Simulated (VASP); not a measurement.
# Mg (P6_3/mmc) in VASP: a series of runs

Mg is run at these levels: PBEsol; tasks: single point.

All numbers are computed with VASP 6.6.1; they aren't measurements. Logs are shortened: lines on timing, memory, paths and dates and some standing lists are left out, and cuts for length are marked.

### 1 The cell of the first run

It takes space group P6_3/mmc (No. 194, hexagonal). The conventional cell has a = 3.209 Å, b = 3.209 Å, c = 5.210 Å, α = 90.00°, β = 90.00°, γ = 120.00°. Within 4.2 Å of Mg (site symmetry -6m2) lie 12 Mg at 3.20 to 3.21 Å.

### 2 Single point, PBEsol

INCAR

```
SYSTEM = Mg
PREC     = Accurate       ! precision mode
ENCUT    = 520            ! plane-wave cutoff, eV
EDIFF    = 1E-7           ! SCF threshold, eV
ISMEAR   = 1              ! smearing method
SIGMA    = 0.05           ! smearing width, eV
LREAL    = .FALSE.        ! projectors in reciprocal space
LASPH    = .TRUE.         ! aspherical terms in the spheres
NELM     = 60             ! most SCF steps
ALGO     = Normal         ! electronic algorithm
ISIF     = 2              ! what is computed and relaxed
LWAVE    = .FALSE.        ! write WAVECAR
LCHARG   = .TRUE.         ! write CHGCAR
GGA      = PS             ! functional
LELF     = .TRUE.         ! ELF
LVHAR    = .TRUE.       
NBANDS   = 9              ! bands
```

KPOINTS

```
Automatic mesh
0
G
  8 8 5
  0 0 0
```

POSCAR

```
Mg
1.0
    3.2093000000      0.0000000000      0.0000000000
   -1.6046500000      2.7793353284      0.0000000000
    0.0000000000      0.0000000000      5.2103000000
Mg
2
Direct
    0.6666666667      0.3333333333      0.7500000000
    0.3333333333      0.6666666667      0.2500000000
```

Potentials or basis: VASP PAW PBE potentials, release 64 (Mg).

The run is started by

```console
> cat potpaw_PBE.64/Mg/POTCAR > POTCAR
> mpirun -np 1 vasp_std > vasp.out
```

OUTCAR:

```text
SYSTEM = Mg
   PREC = Accurate
   ENCUT = 520
   EDIFF = 1E-7
   ISMEAR = 1
   LREAL = .FALSE.
   LASPH = .TRUE.
   NELM = 60
   ISIF = 2
   GGA = PS

 ion  position               nearest neighbor table
   1  0.667  0.333  0.750-   2 3.20   2 3.20   2 3.20   2 3.20   2 3.20   2 3.20
   2  0.333  0.667  0.250-   1 3.20   1 3.20   1 3.20   1 3.20   1 3.20   1 3.20

  LATTYP: Found a hexagonal cell.
 ALAT       =     3.2093000000
 C/A-ratio  =     1.6235004518

  Lattice vectors:

 A1 = (   3.2093000000,   0.0000000000,   0.0000000000)
 A2 = (  -1.6046500000,   2.7793353284,   0.0000000000)
 A3 = (   0.0000000000,   0.0000000000,   5.2103000000)

Analysis of symmetry for initial positions (statically):
=====================================================================
 Subroutine PRICEL returns:
 Original cell was already a primitive cell.

 Routine SETGRP: Setting up the symmetry group for a
 hexagonal supercell.

 Subroutine GETGRP returns: Found 24 space group operations
 (whereof 12 operations were pure point group operations)
 out of a pool of 24 trial point group operations.

The static configuration has the point symmetry D_3d.
 The point group associated with its full space group is D_6h.

Analysis of symmetry for dynamics (positions and initial velocities):
=====================================================================
 Subroutine PRICEL returns:
 Original cell was already a primitive cell.

 Routine SETGRP: Setting up the symmetry group for a
 hexagonal supercell.

 Subroutine GETGRP returns: Found 24 space group operations
 (whereof 12 operations were pure point group operations)
 out of a pool of 24 trial point group operations.

The dynamic configuration has the point symmetry D_3d.
 The point group associated with its full space group is D_6h.

 Subroutine INISYM returns: Found 24 space group operations
 (whereof 12 operations are pure point group operations),
 and found     1 'primitive' translations

----------------------------------------------------------------------------------------

                                     Primitive cell

  volume of cell :      46.4744

  direct lattice vectors                    reciprocal lattice vectors
     3.209300000  0.000000000  0.000000000     0.311594429  0.179899127  0.000000000
    -1.604650000  2.779335328  0.000000000     0.000000000  0.359798255  0.000000000
     0.000000000  0.000000000  5.210300000     0.000000000  0.000000000  0.191927528

  length of vectors
     3.209300000  3.209300000  5.210300000     0.359798255  0.359798255  0.191927528

  position of ions in fractional coordinates (direct lattice)
     0.666666667  0.333333333  0.750000000
     0.333333333  0.666666667  0.250000000

  ion indices of the primitive-cell ions
   primitive index   ion index
                 1           1
                 2           2

----------------------------------------------------------------------------------------

 KPOINTS: Automatic mesh

Automatic generation of k-mesh.
 Grid dimensions read from file:
 generate k-points for:    8    8    5

 Generating k-lattice:

  Cartesian coordinates                     Fractional coordinates (reciprocal lattice)
     0.038949304  0.022487391  0.000000000     0.125000000 -0.000000000  0.000000000
     0.000000000  0.044974782  0.000000000     0.000000000  0.125000000  0.000000000
     0.000000000  0.000000000  0.038385506     0.000000000  0.000000000  0.200000000

  Length of vectors
     0.044974782  0.044974782  0.038385506

  Shift w.r.t. Gamma in fractional coordinates (k-lattice)
     0.000000000  0.000000000  0.000000000

 Subroutine IBZKPT returns following result:
 ===========================================

 Found     30 irreducible k-points:

 Following reciprocal coordinates:
            Coordinates               Weight
  0.000000  0.000000  0.000000      1.000000
  0.125000  0.000000  0.000000      6.000000
  0.250000  0.000000  0.000000      6.000000
  0.375000  0.000000  0.000000      6.000000
  0.500000  0.000000  0.000000      3.000000
  0.125000  0.125000  0.000000      6.000000
[... 16 lines left out ...]
  0.250000  0.000000  0.400000     12.000000
  0.375000  0.000000  0.400000     12.000000
 [... further k-points ...]
   k-points           NKPTS =     30   k-points in BZ     NKDIM =     30   number of bands    NBANDS=      9
   number of dos      NEDOS =    301   number of ions     NIONS =      2
   total plane-waves  NPLWV =  23040
   dimension x,y,z NGX =    24 NGY =   24 NGZ =   40
   dimension x,y,z NGXF=    48 NGYF=   48 NGZF=   80
   ions per type =               2
   NGX,Y,Z   is equivalent  to a cutoff of  12.43, 12.43, 12.76 a.u.
   NGXF,Y,Z  is equivalent  to a cutoff of  24.86, 24.86, 25.53 a.u.
 SYSTEM =  Mg
   PREC   = accura    normal or accurate (medium, high low for compatibility)
   ISTART =      0    job   : 0-new  1-cont  2-samecut
   ICHARG =      2    charge: 1-file 2-atom 10-const
   ISPIN  =      1    spin polarized calculation?
   LNONCOLLINEAR =      F non collinear calculations
   LSORBIT =      F    spin-orbit coupling
   LASPH  =      T    aspherical Exc in radial PAW
   ENCUT  =  520.0 eV  38.22 Ry    6.18 a.u.   5.97  5.97  9.69*2*pi/ulx,y,z
   NELM   =     60;   NELMIN=  2; NELMDL= -5     # of ELM steps
   EDIFF  = 0.1E-06   stopping-criterion for ELM
   LREAL  =      F    real-space projection
   EDIFFG = 0.1E-05   stopping-criterion for IOM
   NSW    =      0    number of steps for IOM
   IBRION =     -1    ionic relax: 0-MD 1-quasi-New 2-CG
   NFREE  =      0    steps in history (QN), initial steepest desc. (CG)
   ISIF   =      2    stress and relaxation
   ISYM   =      2    0-nonsym 1-usesym 2-fastsym
   POTIM  = 0.5000    time-step for ionic-motion
   TEBEG  =    0.0;   TEEND  =   0.0 temperature during run
   PSTRESS=    0.0 pullay stress
   NELECT =       4.0000    total number of electrons
   NUPDOWN=      -1.0000    fix difference up-down
   EMIN   =  10.00;   EMAX   =-10.00  energy-range for DOS
   EFERMI =   0.00;   METHOD = LEGACY
   ISMEAR =     1;   SIGMA  =   0.05  broadening in eV -4-tet -1-fermi 0-gaus
   EFERMI_NEDOS =   21; number of points for ismear=-14 and -15
   IALGO  =     38    algorithm
   IMIX   =      4    mixing-type and parameters
     AMIX     =   0.40;   BMIX     =  1.00
     AMIX_MAG =   1.60;   BMIX_MAG =  1.00
  volume/ion in A,a.u.               =      23.24       156.81
  Fermi-wavevector in a.u.,A,eV,Ry     =   0.722809  1.365911  7.108401  0.522453
  Thomas-Fermi vector in A             =   1.812866
   LORBIT       =      0    0 simple, 1 ext, 2 COOP (PROOUT), +10 PAW based schemes
   GGA     = PS    functional components
   LHFCALC =     F    Hartree Fock is set to
   AEXX    =    0.0000 exact exchange contribution
   IVDW    =     0    specifies the selected vdW correction
   LEPSILON=     F    determine dielectric tensor
   LRPA    =     F    only Hartree local field effects (RPA)
 non-spin polarized calculation
 Methfessel and Paxton  Order N= 1 SIGMA  =   0.05
  energy-cutoff  :      520.00
  volume of cell :       46.47
 maximum number of plane-waves:      1272
 NGX is ok and might be reduce to    24
   NGX = 11   NGY = 11   NGZ = 19

 number of electron       4.0000000 magnetization

 Free energy of the ion-electron system (eV)
  ---------------------------------------------------
  ext. energy  EPLUGINS =         0.00000000
  ---------------------------------------------------
  free energy    TOTEN  =        -3.46802308 eV

  energy without entropy =       -3.46780855  energy(sigma->0) =       -3.46795157

 E-fermi :   2.5066     XC(G=0):  -8.4952

 val. band max:        2.4458538071   @ k =   0.5000   0.0000   0.4000
 cond. band min:       2.5139804317   @ k =   0.2500   0.2500   0.2000
 fundamental gap:      0.0681266246
 Fermi energy:         2.5065551163

 k-point     1 :       0.0000    0.0000    0.0000
  band No.  band energies     occupation
      1      -4.3472      2.00000
      2       0.8612      2.00000
      3       1.2947      2.00000
      4      13.3863      0.00000
      5      13.3863      0.00000
      6      13.4780      0.00000
      7      13.4780      0.00000
      8      14.2782      0.00000
      9      15.8528      0.00000

 k-point     2 :       0.1250    0.0000    0.0000
  band No.  band energies     occupation
      1      -4.0425      2.00000
      2       1.1402      2.00000
      3       1.5903      2.00000
      4       9.8534      0.00000
      5      11.6392      0.00000
      6      12.4073      0.00000
      7      14.5395      0.00000
      8      14.9231      0.00000
      9      15.5572      0.00000

 k-point     3 :       0.2500    0.0000    0.0000
  band No.  band energies     occupation
      1      -3.1340      2.00000
      2       1.9782      2.00000
      3       2.4442      2.07076
      4       6.3002      0.00000
      5      10.3585      0.00000
      6      10.4979      0.00000
      7      10.9776      0.00000
      8      12.6082      0.00000
      9      14.8346      0.00000

 k-point     4 :       0.3750    0.0000    0.0000
  band No.  band energies     occupation
      1      -1.6391      2.00000
      2       2.8148     -0.00000
      3       3.3764     -0.00000
      4       4.2467      0.00000
      5       7.8942      0.00000
      6       8.2545      0.00000
      7       9.5924      0.00000
      8      11.1462      0.00000
      9      13.9663      0.00000
[... 205 lines left out ...]
 k-point    22 :       0.1250    0.0000    0.4000
  band No.  band energies     occupation
      1      -3.1597      2.00000
      2      -2.0676      2.00000
      3       6.3188      0.00000
      4       9.2446      0.00000
      5      10.7022      0.00000
      6      11.5285      0.00000
      7      12.3773      0.00000
      8      13.2956      0.00000
      9      13.9630      0.00000

 k-point    23 :       0.2500    0.0000    0.4000
  band No.  band energies     occupation
      1      -2.2595      2.00000
      2      -1.1781      2.00000
      3       6.6493      0.00000
      4       7.4382      0.00000
      5       8.0616      0.00000
      6      10.1254      0.00000
      7      11.1056      0.00000
      8      12.0428      0.00000
      9      12.5808      0.00000

 k-point    24 :       0.3750    0.0000    0.4000
  band No.  band energies     occupation
      1      -0.7796      2.00000
      2       0.2789      2.00000
      3       3.8920      0.00000
      4       4.9091      0.00000
      5       8.5322      0.00000
      6      10.3385      0.00000
      7      10.6871      0.00000
      8      11.2740      0.00000
      9      12.0158      0.00000

 [... further k-points ...]

------------------------ aborting loop because EDIFF is reached ----------------------------------------

  FORCE on cell =-STRESS in cart. coord.  units (eV):
  Direction    XX          YY          ZZ          XY          YZ          ZX
  --------------------------------------------------------------------------------------
  -------------------------------------------------------------------------------------
  Total       -0.3564645     -0.3564645     -0.2346688      0.0000000     -0.0000000      0.0000000
  in kB      -12.2888957    -12.2888957     -8.0900646      0.0000000     -0.0000000      0.0000000
  external PRESSURE =     -10.8892854 kB  Pullay stress =       0.0000000 kB

 VOLUME and BASIS-vectors are now :
 -----------------------------------------------------------------------------
  energy-cutoff  :      520.00
  volume of cell :       46.47
      direct lattice vectors                 reciprocal lattice vectors
     3.209300000  0.000000000  0.000000000     0.311594429  0.179899127  0.000000000
    -1.604650000  2.779335328  0.000000000     0.000000000  0.359798255  0.000000000
     0.000000000  0.000000000  5.210300000     0.000000000  0.000000000  0.191927528

 POSITION                                       TOTAL-FORCE (eV/Angst)
 -----------------------------------------------------------------------------------
      1.60465      0.92645      3.90773        -0.000000      0.000000      0.000000
     -0.00000      1.85289      1.30258         0.000000     -0.000000      0.000000
 -----------------------------------------------------------------------------------
    total drift:                                0.000000     -0.000000      0.000000

  FREE ENERGIE OF THE ION-ELECTRON SYSTEM (eV)
  ---------------------------------------------------
  free  energy   TOTEN  =        -3.4680230754 eV

  energy  without entropy=       -3.4678085539  energy(sigma->0) =       -3.46795157
```

Wall time 8.3 s (1 thread of Intel Xeon Platinum 8259CL at 2.50GHz (Skylake/Cascade Lake), shared host); peak memory 0.16 GiB.

Results:

* Free energy: -3.4680 eV
* Pressure: -1.1 GPa
* Band gap on the k mesh: zero (bands 2 and 3 overlap by 2.23 eV)

Caveat: the PAW data sets were made with another functional, which shifts forces and pressure a little.

### 3 Single point, PBEsol

INCAR

```
PREC = Accurate
ENCUT = 520
EDIFF = 1E-6
ISMEAR = 1
SIGMA = 0.05
LREAL = False
LASPH = True
NELM = 100
ALGO = Normal
ISIF = 2
LWAVE = False
LCHARG = True
GGA = PS
LELF = True
LVHAR = True
NBANDS = 9
```

KPOINTS

```
Automatic mesh
0
Gamma
  8 8 5
```

POSCAR is that of step 2.

Potentials or basis: VASP PAW PBE potentials, release 64 (Mg).

The run is started by

```console
> cat potpaw_PBE.64/Mg/POTCAR > POTCAR
> mpirun -np 1 vasp_std > vasp.out
```

OUTCAR:

```text
PREC = Accurate
   ENCUT = 520
   EDIFF = 1E-6
   ISMEAR = 1
   LREAL = False
   LASPH = True
   NELM = 100
   ISIF = 2
   GGA = PS

 ion  position               nearest neighbor table
   1  0.667  0.333  0.750-   2 3.20   2 3.20   2 3.20   2 3.20   2 3.20   2 3.20
   2  0.333  0.667  0.250-   1 3.20   1 3.20   1 3.20   1 3.20   1 3.20   1 3.20

  LATTYP: Found a hexagonal cell.
 ALAT       =     3.2093000000
 C/A-ratio  =     1.6235004518

  Lattice vectors:

[... 477 lines left out ...]

------------------------ aborting loop because EDIFF is reached ----------------------------------------

  FORCE on cell =-STRESS in cart. coord.  units (eV):
  Direction    XX          YY          ZZ          XY          YZ          ZX
  --------------------------------------------------------------------------------------
  -------------------------------------------------------------------------------------
  Total       -0.3565248     -0.3565248     -0.2347400      0.0000000     -0.0000000      0.0000000
  in kB      -12.2909749    -12.2909749     -8.0925171      0.0000000     -0.0000000      0.0000000
  external PRESSURE =     -10.8914890 kB  Pullay stress =       0.0000000 kB

 VOLUME and BASIS-vectors are now :
 -----------------------------------------------------------------------------
  energy-cutoff  :      520.00
  volume of cell :       46.47
      direct lattice vectors                 reciprocal lattice vectors
     3.209300000  0.000000000  0.000000000     0.311594429  0.179899127  0.000000000
    -1.604650000  2.779335328  0.000000000     0.000000000  0.359798255  0.000000000
     0.000000000  0.000000000  5.210300000     0.000000000  0.000000000  0.191927528

 POSITION                                       TOTAL-FORCE (eV/Angst)
 -----------------------------------------------------------------------------------
      1.60465      0.92645      3.90773         0.000000     -0.000000      0.000000
     -0.00000      1.85289      1.30258        -0.000000      0.000000      0.000000
 -----------------------------------------------------------------------------------
    total drift:                                0.000000     -0.000000      0.000000

  FREE ENERGIE OF THE ION-ELECTRON SYSTEM (eV)
  ---------------------------------------------------
  free  energy   TOTEN  =        -3.4680232499 eV

  energy  without entropy=       -3.4678087461  energy(sigma->0) =       -3.46795175
```

stdout:

```text
POSCAR found type information on POSCAR Mg
 POSCAR found :  1 types and       2 ions
 scaLAPACK will be used
 -----------------------------------------------------------------------------
|                                                                             |
|                                                                             |
|     You enforced a specific xc type in the INCAR file but a different       |
|     I HOPE YOU KNOW WHAT YOU ARE DOING!                                     |
|                                                                             |
 -----------------------------------------------------------------------------

 LDA part: xc-table for (Slater+PW92), standard interpolation
 POSCAR, INCAR and KPOINTS ok, starting setup
 FFT: planning ... GRIDC
 FFT: planning ... GRID_SOFT
 FFT: planning ... GRID
 WAVECAR not read
 entering main loop
```

It took 7.3 s on 1 thread of Intel Xeon Platinum 8259CL at 2.50GHz (Skylake/Cascade Lake), shared host; peak memory 0.15 GiB.

What came out:

| Item | Value |
| --- | --- |
| Free energy | -3.4680 eV |
| Pressure | -1.1 GPa |
| Band gap on the k mesh | zero (bands 2 and 3 overlap by 2.23 eV) |

Caveat: the PAW data sets were made with another functional, which shifts forces and pressure a little.
